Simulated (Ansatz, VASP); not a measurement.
## Rb: VASP beside Ansatz

INCAR

```
SYSTEM = Rb
  ALGO = Normal
  EDIFF = 1E-8
  ENCUT = 520
  GGA = PE
  ISIF = 2
  ISMEAR = -1
  LASPH = .True.
  LCHARG = .False.
  LEFG = .True.
  LREAL = .False.
  LWAVE = .False.
  NBANDS = 10
  NELM = 60
  PREC = Accurate
  SIGMA = 0.03
```

The input KPOINTS:

```
k-points
0
Gamma
  11 11 11
  0 0 0
```

POSCAR

```
Rb
1.0
    0.0000000000      3.6111818858      3.6111818858
    3.6111818858      0.0000000000      3.6111818858
    3.6111818858      3.6111818858      0.0000000000
Rb
1
Direct
    0.0000000000      0.0000000000      0.0000000000
```

Input for Ansatz:

```yaml
crystal:
  lattice:
    - [0.0, 3.6111818858, 3.6111818858]
    - [3.6111818858, 0.0, 3.6111818858]
    - [3.6111818858, 3.6111818858, 0.0]
  atoms:
    - { symbol: Rb, position: [0.0, 0.0, 0.0] }
kpoints:
  mp_grid: { grid: [11, 11, 11] }
scf:
  occupations: { method: fermi_dirac, width: 0.03 }
hamiltonian:
  xc: pbe
  pseudopotentials: { kind: paw }
output:
  forces: true
  stress: true
  eigenvalues: true
  efg: { contact_densities: true }
```

Change from the starting cell: volume scaled by 1.03, PAW files.

Alike in both runs: task electric field gradients; functional PBE; k mesh 11 × 11 × 11; occupations fermi-dirac, width 0.03 eV; no spin polarisation.

```csv
,VASP,Ansatz
version,VASP 6.6.1,Ansatz 0.2.0
potentials or method,"VASP PAW PBE potentials, release 64 (Rb_sv)","PAW with Ansatz's default frozen-core files, scalar-relativistic"
plane-wave cutoff (eV),520,420
valence electrons in the cell,9,9
```

|  | VASP | Ansatz | Ansatz less VASP |
| --- | --- | --- | --- |
| pressure (GPa) | -0.1 | -0.1 | 0.00 |

With one functional, cell and mesh, what is left measures potentials, basis and numerics.
